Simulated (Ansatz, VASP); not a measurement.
One calculation of BeS, two programs

```
Be S
1.0
     0.00000    2.53168    2.35552
     2.53168    0.00000    2.35552
     2.53168    2.53168    0.00000
Be S
1 1
Direct
  0.00000 0.00000 0.00000
  0.25000 0.25000 0.25000
```

Change from the starting cell: epitaxial_xy strain +4.0%.

Alike in both runs: task single point; functional PBE; k mesh 10 × 10 × 10; occupations fermi-dirac, width 0.02 eV; no spin polarisation.

|  | VASP | Ansatz |
| --- | --- | --- |
| version | VASP 6.6.1 | Ansatz 0.2.0 |
| potentials or method | VASP PAW PBE potentials, release 64 (Be, S) | plane waves, PAW |
| plane-wave cutoff (eV) | 520 | 420 |
| valence electrons in the cell | 8 | 8 |

Ansatz gave:

| Item | Value |
| --- | --- |
| gap on the k mesh at the Fermi level (eV) | 2.70 |
| pressure (GPa) | -3.6 |
| traceless stress, the component that is largest in VASP (GPa) | 4.00 |

**Question.** Estimate VASP's values.

**Answer.** gap on the k mesh at the Fermi level (eV): 2.71; pressure (GPa): -3.6; traceless stress, the component that is largest in VASP (GPa): 3.99.
